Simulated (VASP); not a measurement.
# Pb (Fm-3m) in VASP: notebook

The runs below take Pb through single point, with PBE+D4, PBEsol+D3(BJ), RPBE, revPBE+D3(BJ).

Everything below comes from runs of VASP 6.6.1. Logs are shortened: lines on timing, memory, paths and dates and some standing lists are left out, and cuts for length are marked.

## 1. The cell of the first run

The structure is cubic, space group Fm-3m (No. 225). Conventional cell: a = 4.849 Å, b = 4.849 Å, c = 4.849 Å, α = 90.00°, β = 90.00°, γ = 90.00°. Within 4.5 Å of Pb (site symmetry m-3m) lie 12 Pb at 3.43 Å.

## 2. Single point, PBE+D4

The input, INCAR:

```
SYSTEM = Pb
PREC = Accurate
ENCUT = 520
EDIFF = 1E-6
ISMEAR = -1
SIGMA = 0.05
LREAL = .FALSE.
LASPH = .TRUE.
NELM = 80
ALGO = Normal
ISIF = 2
LWAVE = .FALSE.
LCHARG = .FALSE.
GGA = PE
IVDW = 13
NBANDS = 13
```

The input, KPOINTS:

```
regular mesh
0
G
  9 9 9
  0 0 0
```

The input, POSCAR:

```
Pb
1.0
    0.0000000000      2.4244952108      2.4244952108
    2.4244952108      0.0000000000      2.4244952108
    2.4244952108      2.4244952108      0.0000000000
Pb
1
Direct
    0.0000000000      0.0000000000      0.0000000000
```

Potentials or basis: VASP PAW PBE potentials, release 64 (Pb_d).

Command:

```console
cat potpaw_PBE.64/Pb_d/POTCAR > POTCAR
mpirun -np 1 vasp_std > vasp.out
```

OUTCAR:

```text
SYSTEM = Pb
   PREC = Accurate
   ENCUT = 520
   EDIFF = 1E-6
   ISMEAR = -1
   LREAL = .FALSE.
   LASPH = .TRUE.
   NELM = 80
   ISIF = 2
   GGA = PE
   IVDW = 13

 ion  position               nearest neighbor table
   1  0.000  0.000  0.000-

  LATTYP: Found a face centered cubic cell.
 ALAT       =     4.8489904216

  Lattice vectors:

 A1 = (   0.0000000000,   2.4244952108,   2.4244952108)
 A2 = (   2.4244952108,   0.0000000000,   2.4244952108)
 A3 = (   2.4244952108,   2.4244952108,   0.0000000000)

Analysis of symmetry for initial positions (statically):
[... 5 lines left out ...]
 face centered cubic supercell.

 Subroutine GETGRP returns: Found 48 space group operations
 (whereof 48 operations were pure point group operations)
 out of a pool of 48 trial point group operations.

The static configuration has the point symmetry O_h .

Analysis of symmetry for dynamics (positions and initial velocities):
[... 5 lines left out ...]
 face centered cubic supercell.

 Subroutine GETGRP returns: Found 48 space group operations
 (whereof 48 operations were pure point group operations)
 out of a pool of 48 trial point group operations.

The dynamic configuration has the point symmetry O_h .

 Subroutine INISYM returns: Found 48 space group operations
 (whereof 48 operations are pure point group operations),
 and found     1 'primitive' translations

----------------------------------------------------------------------------------------

                                     Primitive cell

  volume of cell :      28.5032

  direct lattice vectors                    reciprocal lattice vectors
     0.000000000  2.424495211  2.424495211    -0.206228496  0.206228496  0.206228496
     2.424495211  0.000000000  2.424495211     0.206228496 -0.206228496  0.206228496
     2.424495211  2.424495211  0.000000000     0.206228496  0.206228496 -0.206228496

  length of vectors
     3.428754009  3.428754009  3.428754009     0.357198232  0.357198232  0.357198232

  position of ions in fractional coordinates (direct lattice)
     0.000000000  0.000000000  0.000000000

  ion indices of the primitive-cell ions
   primitive index   ion index
                 1           1

----------------------------------------------------------------------------------------

 KPOINTS: regular mesh

Automatic generation of k-mesh.
 Grid dimensions read from file:
 generate k-points for:    9    9    9

[... 67 lines left out ...]
   IBRION =     -1    ionic relax: 0-MD 1-quasi-New 2-CG
   NFREE  =      0    steps in history (QN), initial steepest desc. (CG)
   ISIF   =      2    stress and relaxation
   ISYM   =      2    0-nonsym 1-usesym 2-fastsym
   POTIM  = 0.5000    time-step for ionic-motion
   TEBEG  =    0.0;   TEEND  =   0.0 temperature during run
   PSTRESS=    0.0 pullay stress
   NELECT =      14.0000    total number of electrons
   NUPDOWN=      -1.0000    fix difference up-down
   EMIN   =  10.00;   EMAX   =-10.00  energy-range for DOS
   EFERMI =   0.00;   METHOD = LEGACY
   ISMEAR =    -1;   SIGMA  =   0.05  broadening in eV -4-tet -1-fermi 0-gaus
   EFERMI_NEDOS =   21; number of points for ismear=-14 and -15
   IALGO  =     38    algorithm
   IMIX   =      4    mixing-type and parameters
     AMIX     =   0.40;   BMIX     =  1.00
     AMIX_MAG =   1.60;   BMIX_MAG =  1.00
  volume/ion in A,a.u.               =      28.50       192.35
  Fermi-wavevector in a.u.,A,eV,Ry     =   1.291674  2.440910 22.700248  1.668421
  Thomas-Fermi vector in A             =   2.423429
   LORBIT       =      0    0 simple, 1 ext, 2 COOP (PROOUT), +10 PAW based schemes
   GGA     = PE    functional components
   LHFCALC =     F    Hartree Fock is set to
   AEXX    =    0.0000 exact exchange contribution
   IVDW    =    13    specifies the selected vdW correction
   LEPSILON=     F    determine dielectric tensor
   LRPA    =     F    only Hartree local field effects (RPA)
 non-spin polarized calculation
  energy-cutoff  :      520.00
  volume of cell :       28.50
 maximum number of plane-waves:       779
 NGX is ok and might be reduce to    28
   NGX = 13   NGY = 13   NGZ = 13

 number of electron      14.0000001 magnetization

 Free energy of the ion-electron system (eV)
  ---------------------------------------------------
  ext. energy  EPLUGINS =         0.00000000
  ---------------------------------------------------
  free energy    TOTEN  =        -3.52451713 eV

  energy without entropy =       -3.52120132  energy(sigma->0) =       -3.52285923

 E-fermi :   7.8218     XC(G=0): -10.4861

 val. band max:        7.8183106368   @ k =  -0.2222   0.3333   0.1111
 cond. band min:       8.1226338479   @ k =   0.3333   0.3333   0.0000
 fundamental gap:      0.3043232111
 Fermi energy:         7.8218371662

 k-point     1 :       0.0000    0.0000    0.0000
  band No.  band energies     occupation
      1      -9.1285      2.00000
      2      -9.1285      2.00000
      3      -9.1285      2.00000
      4      -8.9592      2.00000
      5      -8.9592      2.00000
      6      -4.1943      2.00000
      7      15.9136      0.00000
      8      15.9136      0.00000
      9      15.9136      0.00000
     10      17.7907      0.00000
     11      20.1318      0.00000
     12      20.9525      0.00000
     13      20.9525      0.00000
[... 354 lines left out ...]
  band No.  band energies     occupation
      1      -9.3225      2.00000
      2      -9.2170      2.00000
      3      -8.8164      2.00000
      4      -8.7709      2.00000
      5      -8.7709      2.00000
      6       0.8356      2.00000
      7       5.1390      2.00000
      8      10.2224      0.00000
      9      10.2224      0.00000
     10      13.6637      0.00000
     11      14.8929      0.00000
     12      26.6157      0.00000
     13      28.6717      0.00000

 [... further k-points ...]

------------------------ aborting loop because EDIFF is reached ----------------------------------------

  DFT-D4 for vdW energy calculation

  Edisp (eV):   -0.45708

  FORCE on cell =-STRESS in cart. coord.  units (eV):
  Direction    XX          YY          ZZ          XY          YZ          ZX
  --------------------------------------------------------------------------------------
  -------------------------------------------------------------------------------------
  Total       0.61315     0.61315     0.61315    -0.00000     0.00000     0.00000
  in kB      34.46558    34.46558    34.46558    -0.00000     0.00000     0.00000
  external pressure =       34.47 kB  Pullay stress =        0.00 kB

 VOLUME and BASIS-vectors are now :
 -----------------------------------------------------------------------------
  energy-cutoff  :      520.00
  volume of cell :       28.50
      direct lattice vectors                 reciprocal lattice vectors
     0.000000000  2.424495211  2.424495211    -0.206228496  0.206228496  0.206228496
     2.424495211  0.000000000  2.424495211     0.206228496 -0.206228496  0.206228496
     2.424495211  2.424495211  0.000000000     0.206228496  0.206228496 -0.206228496

 POSITION                                       TOTAL-FORCE (eV/Angst)
 -----------------------------------------------------------------------------------
      0.00000      0.00000      0.00000         0.000000      0.000000      0.000000
 -----------------------------------------------------------------------------------
    total drift:                               -0.000000     -0.000000     -0.000000

  FREE ENERGIE OF THE ION-ELECTRON SYSTEM (eV)
  ---------------------------------------------------
  free  energy   TOTEN  =        -3.9815951864 eV

  energy  without entropy=       -3.9782793665  energy(sigma->0) =       -3.97993728
```

It took 12 s on 1 thread of AMD EPYC 7R13 (Zen 3), shared host; peak memory 0.13 GiB.

What came out:

```yaml
Free_energy: -3.9816 eV
Pressure: 3.4 GPa
Band_gap_on_the_k_mesh: zero (band 7 reaches 15.91 eV, above the bottom of band 8 at 6.32 eV)
Dispersion_energy_per_atom: -0.457 eV
```

Caveat: spin-orbit coupling is left out, which moves the levels of the heavy elements; pairwise dispersion overbinds metals, which lowers pressure and volume.

## 3. Single point, PBEsol+D3(BJ)

The input, INCAR:

```
SYSTEM = Pb
PREC = Accurate
ENCUT = 520
EDIFF = 1E-7
ISMEAR = -1
SIGMA = 0.05
LREAL = .False.
LASPH = .True.
NELM = 60
ALGO = Normal
ISIF = 2
LWAVE = .False.
LCHARG = .False.
GGA = PS
IVDW = 12
NBANDS = 13
```

The input, KPOINTS:

```
regular mesh
0
Gamma
  9 9 9
  0 0 0
```

POSCAR is that of step 2.

Potentials or basis: VASP PAW PBE potentials, release 64 (Pb_d).

Command:

```console
cat potpaw_PBE.64/Pb_d/POTCAR > POTCAR
mpirun -np 1 vasp_std > vasp.out
```

Run time: 11 s. Hardware: 1 thread of AMD EPYC 7R13 (Zen 3), shared host; peak memory 0.14 GiB.

It converged, with:

| Quantity | Value |
| --- | --- |
| Free energy | -4.4770 eV |
| Pressure | -0.1 GPa |
| Band gap on the k mesh | zero (band 7 reaches 15.72 eV, above the bottom of band 8 at 6.13 eV) |
| Dispersion energy per atom | -0.471 eV |

Levels at points of the mesh, in eV from the Fermi level:
| k point | band 4 | band 5 | band 6 | band 7 | band 8 | band 9 | band 10 | band 11 |
| --- | --- | --- | --- | --- | --- | --- | --- | --- |
| (0.00, 0.00, 0.00) | -16.68 | -16.68 | -12.02 | 8.09 | 8.09 | 8.09 | 9.98 | 12.30 |

Caveat: the PAW data sets were made with another functional, which shifts forces and pressure a little; spin-orbit coupling is left out, which moves the levels of the heavy elements; pairwise dispersion overbinds metals, which lowers pressure and volume.

## 4. Single point, RPBE

The input, INCAR:

```
ALGO     = Fast           # electronic algorithm
EDIFF    = 1E-7           # SCF threshold, eV
ENCUT    = 520            # plane-wave cutoff, eV
GGA      = RP             # functional
ISIF     = 2              # what is computed and relaxed
ISMEAR   = -1             # smearing method
LASPH    = True           # aspherical terms in the spheres
LCHARG   = False          # write CHGCAR
LREAL    = False          # projectors in reciprocal space
LWAVE    = False          # write WAVECAR
NBANDS   = 13             # bands
NELM     = 100            # most SCF steps
PREC     = Accurate       # precision mode
SIGMA    = 0.05           # smearing width, eV
```

The input, KPOINTS:

```
k-points
0
Gamma
  9 9 9
```

POSCAR is that of step 3.

Command:

```console
cat potpaw_PBE.64/Pb_d/POTCAR > POTCAR
mpirun -np 1 vasp_std > vasp.out
```

It took 14 s on 1 thread of AMD EPYC 7R13 (Zen 3), shared host; peak memory 0.13 GiB.

Results (log left out):

```
Free energy            : -3.1001 eV
Pressure               : 7.7 GPa
Band gap on the k mesh : zero (band 7 reaches 16.07 eV, above the bottom of band 8 at 6.45 eV)
```

Levels at points of the mesh, in eV from the Fermi level:
```csv
k point,band 3,band 4,band 5,band 6,band 7,band 8,band 9,band 10,band 11,band 12
"(0.00, 0.00, 0.00)",-17.02,-16.85,-16.85,-12.01,8.12,8.12,8.12,9.93,12.27,13.11
```

Caveat: the PAW data sets were made with another functional, which shifts forces and pressure a little; spin-orbit coupling is left out, which moves the levels of the heavy elements.

## 5. Single point, revPBE+D3(BJ)

The input, INCAR:

```
SYSTEM = Pb
  PREC = Accurate
  ENCUT = 520
  EDIFF = 1E-7
  ISMEAR = -1
  SIGMA = 0.05
  LREAL = .False.
  LASPH = .True.
  NELM = 60
  ALGO = Fast
  ISIF = 2
  LWAVE = .False.
  LCHARG = .False.
  GGA = RE
  IVDW = 12
  NBANDS = 13
```

The input, KPOINTS:

```
Automatic mesh
0
Gamma
  9 9 9
  0 0 0
```

POSCAR is that of step 4.

Potentials or basis: VASP PAW PBE potentials, release 64 (Pb_d).

Command:

```console
cat potpaw_PBE.64/Pb_d/POTCAR > POTCAR
mpirun -np 1 vasp_std > vasp.out
```

OUTCAR:

```text
SYSTEM = Pb
   PREC = Accurate
   ENCUT = 520
   EDIFF = 1E-7
   ISMEAR = -1
   LREAL = .False.
   LASPH = .True.
   NELM = 60
   ISIF = 2
   GGA = RE
   IVDW = 12
 IVDW          = 12

 ion  position               nearest neighbor table
   1  0.000  0.000  0.000-

  LATTYP: Found a face centered cubic cell.
 ALAT       =     4.8489904216

  Lattice vectors:

 A1 = (   0.0000000000,   2.4244952108,   2.4244952108)
 A2 = (   2.4244952108,   0.0000000000,   2.4244952108)
 A3 = (   2.4244952108,   2.4244952108,   0.0000000000)

Analysis of symmetry for initial positions (statically):
[... 5 lines left out ...]
 face centered cubic supercell.

 Subroutine GETGRP returns: Found 48 space group operations
 (whereof 48 operations were pure point group operations)
 out of a pool of 48 trial point group operations.

The static configuration has the point symmetry O_h .

Analysis of symmetry for dynamics (positions and initial velocities):
[... 5 lines left out ...]
 face centered cubic supercell.

 Subroutine GETGRP returns: Found 48 space group operations
[... 155 lines left out ...]
 Fermi energy:         7.9132835694

 k-point     1 :       0.0000    0.0000    0.0000
  band No.  band energies     occupation
      1      -9.0857      2.00000
      2      -9.0857      2.00000
      3      -9.0857      2.00000
      4      -8.9178      2.00000
      5      -8.9178      2.00000
      6      -4.0979      2.00000
      7      16.0236      0.00000
      8      16.0236      0.00000
      9      16.0236      0.00000
     10      17.8540      0.00000
     11      20.1956      0.00000
     12      21.0310      0.00000
     13      21.0310      0.00000
[... 354 lines left out ...]
  band No.  band energies     occupation
      1      -9.2786      2.00000
      2      -9.1737      2.00000
      3      -8.7758      2.00000
      4      -8.7301      2.00000
      5      -8.7301      2.00000
      6       0.9366      2.00000
      7       5.2325      2.00000
      8      10.3228      0.00000
      9      10.3228      0.00000
     10      13.7323      0.00000
     11      14.9582      0.00000
     12      26.6952      0.00000
     13      28.7595      0.00000

 [... further k-points ...]

------------------------ aborting loop because EDIFF is reached ----------------------------------------

 Edisp (eV)   -0.78342

 E8    (eV) :    -0.5837

  FORCE on cell =-STRESS in cart. coord.  units (eV):
  Direction    XX          YY          ZZ          XY          YZ          ZX
  --------------------------------------------------------------------------------------
  -------------------------------------------------------------------------------------
  Total       0.46565     0.46565     0.46565     0.00000     0.00000    -0.00000
  in kB      26.17449    26.17449    26.17449     0.00000     0.00000    -0.00000
  external pressure =       26.17 kB  Pullay stress =        0.00 kB

 VOLUME and BASIS-vectors are now :
 -----------------------------------------------------------------------------
  energy-cutoff  :      520.00
  volume of cell :       28.50
      direct lattice vectors                 reciprocal lattice vectors
     0.000000000  2.424495211  2.424495211    -0.206228496  0.206228496  0.206228496
     2.424495211  0.000000000  2.424495211     0.206228496 -0.206228496  0.206228496
     2.424495211  2.424495211  0.000000000     0.206228496  0.206228496 -0.206228496

 POSITION                                       TOTAL-FORCE (eV/Angst)
 -----------------------------------------------------------------------------------
      0.00000      0.00000      0.00000         0.000000     -0.000000     -0.000000
 -----------------------------------------------------------------------------------
    total drift:                               -0.000000     -0.000000     -0.000000

  FREE ENERGIE OF THE ION-ELECTRON SYSTEM (eV)
  ---------------------------------------------------
  free  energy   TOTEN  =        -3.9603640495 eV

  energy  without entropy=       -3.9570206706  energy(sigma->0) =       -3.95869236
```

OSZICAR:

```text
N       E                     dE             d eps       ncg     rms          rms(c)
DAV:   1     0.108670871102E+03    0.10867E+03   -0.71360E+03   923   0.129E+03
DAV:   2     0.191053571424E+01   -0.10676E+03   -0.10343E+03   955   0.321E+02
DAV:   3    -0.306995524100E+01   -0.49805E+01   -0.49633E+01  1138   0.741E+01
DAV:   4    -0.318304413773E+01   -0.11309E+00   -0.11307E+00  1103   0.118E+01
DAV:   5    -0.318801262167E+01   -0.49685E-02   -0.49683E-02  1261   0.234E+00    0.562E-01
RMM:   6    -0.317918729518E+01    0.88253E-02   -0.92160E-03  1103   0.140E+00    0.289E-01
RMM:   7    -0.317683379630E+01    0.23535E-02   -0.64322E-03  1091   0.949E-01    0.870E-02
RMM:   8    -0.317689791397E+01   -0.64118E-04   -0.16623E-03  1262   0.585E-01    0.139E-02
RMM:   9    -0.317693716073E+01   -0.39247E-04   -0.43722E-04  1428   0.222E-01    0.141E-02
RMM:  10    -0.317694375518E+01   -0.65944E-05   -0.12769E-04  1209   0.173E-01    0.545E-03
RMM:  11    -0.317694591977E+01   -0.21646E-05   -0.48883E-05  1489   0.719E-02    0.170E-03
RMM:  12    -0.317694623333E+01   -0.31355E-06   -0.56683E-06  1365   0.233E-02    0.131E-03
RMM:  13    -0.317694645123E+01   -0.21791E-06   -0.81538E-07  1065   0.103E-02    0.624E-04
RMM:  14    -0.317694646569E+01   -0.14454E-07   -0.13131E-07   694   0.457E-03
   1 F= -.39603640E+01 E0= -.39586924E+01  d E =-.334338E-02
```

stdout:

```text
POSCAR found type information on POSCAR Pb
 POSCAR found :  1 types and       1 ions
 scaLAPACK will be used
 -----------------------------------------------------------------------------
|                                                                             |
|                                                                             |
|     You enforced a specific xc type in the INCAR file but a different       |
|     I HOPE YOU KNOW WHAT YOU ARE DOING!                                     |
|                                                                             |
 -----------------------------------------------------------------------------

 LDA part: xc-table for (Slater+PW92), standard interpolation
 POSCAR, INCAR and KPOINTS ok, starting setup
 FFT: planning ... GRIDC
 FFT: planning ... GRID_SOFT
 FFT: planning ... GRID
 WAVECAR not read
 entering main loop
WARNING in EDDRMM: call to ZHEGV failed, returncode =   6  3     13
WARNING in EDDRMM: call to ZHEGV failed, returncode =   8  4     11
WARNING in EDDRMM: call to ZHEGV failed, returncode =   8  4     11
WARNING in EDDRMM: call to ZHEGV failed, returncode =   8  4     13
WARNING in EDDRMM: call to ZHEGV failed, returncode =   6  3     10
```

Wall time 16 s (1 thread of AMD EPYC 7R13 (Zen 3), shared host); peak memory 0.13 GiB.

What came out:

```
Free energy                : -3.9604 eV
Pressure                   : 2.6 GPa
Band gap on the k mesh     : zero (band 7 reaches 16.02 eV, above the bottom of band 8 at 6.41 eV)
Dispersion energy per atom : -0.783 eV
```

Caveat: the PAW data sets were made with another functional, which shifts forces and pressure a little; spin-orbit coupling is left out, which moves the levels of the heavy elements; pairwise dispersion overbinds metals, which lowers pressure and volume.

## 6. The runs side by side

```tsv
level	gap on the mesh (eV)	pressure (GPa)
PBE+D4	none	3.4
PBEsol+D3(BJ)	none	-0.1
RPBE	none	7.7
revPBE+D3(BJ)	none	2.6
```

Alike in all rows: task single point; potentials or basis VASP PAW PBE potentials, release 64 (Pb_d); no spin polarisation; cell as given; k mesh 9 × 9 × 9; cutoff (eV) 520; smearing fermi-dirac 0.05 eV.

Every run on the cell as given and a fine mesh finds a metal. The pressure there spans -0.1 GPa (PBEsol+D3(BJ)) to 7.7 GPa (RPBE); a positive pressure means that this level wants a larger cell, a negative one a smaller.

Caveats: spin-orbit coupling is left out, which moves the levels of the heavy elements; pairwise dispersion overbinds metals, which lowers pressure and volume (some runs); the PAW data sets were made with another functional, which shifts forces and pressure a little (some runs).

Absolute energies hang on the potentials; compare differences alone.
